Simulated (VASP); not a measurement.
TaN: single point with PBE

Crystal: TaN.

```
Ta N
1.0
     2.87853    0.00000    0.00000
    -1.43927    2.49288    0.00000
     0.00000    0.00000    2.82465
Ta N
1 1
Direct
  0.33333 0.66667 0.50000
  0.00000 0.00000 0.00000
```

This cell differs from its parent crystal: volume scaled by 0.9405.

```json
{"Program": "VASP 6.6.1", "Task": "single point", "Functional": "PBE", "Potentials or basis": "VASP PAW PBE potentials, release 64 (Ta_pv, N)", "Cutoff": "520 eV", "k mesh": "12 × 12 × 10", "Occupations": "fermi-dirac, width 0.02 eV", "Spin": "no spin polarisation", "Dipole correction": "no", "Further INCAR settings": "ALGO = Normal; EDIFF = 1e-06; NBANDS = 15"}
```

| Item | Value |
| --- | --- |
| Pressure | 30.7 GPa |
| Band gap on the k mesh | zero (band 8 reaches 9.35 eV, above the bottom of band 9 at 8.81 eV) |

Stress tensor (GPa, compression positive):
```
29.34  0.00  0.00
 0.00 29.34  0.00
 0.00  0.00 33.55
```

Levels at points of the mesh, in eV from the Fermi level:
| k point | band 4 | band 5 | band 6 | band 7 | band 8 | band 9 | band 10 | band 11 | band 12 | band 13 |
| --- | --- | --- | --- | --- | --- | --- | --- | --- | --- | --- |
| (0.00, 0.00, 0.00) | -18.36 | -4.95 | -4.95 | -4.61 | -3.11 | 2.57 | 3.77 | 3.77 | 4.26 | 4.26 |
| (0.50, 0.00, 0.00) | -15.84 | -8.74 | -5.61 | -3.85 | -3.41 | 3.16 | 4.28 | 5.48 | 5.66 | 7.94 |
| (0.00, 0.00, 0.50) | -15.36 | -9.84 | -4.09 | -4.09 | -0.21 | -0.21 | 2.48 | 3.41 | 3.41 | 8.64 |
| (0.50, 0.00, 0.50) | -16.30 | -7.79 | -6.54 | -6.15 | -0.34 | 4.50 | 5.74 | 6.50 | 7.57 | 10.97 |

Run time: 20 s on 1 thread of Intel(R) Xeon(R) Platinum 8259CL CPU @ 2.50GHz (Skylake/Cascade Lake), with other jobs on the host, peak memory 0.16 GiB.

Caveat: spin-orbit coupling is left out, which moves the levels of the heavy elements.
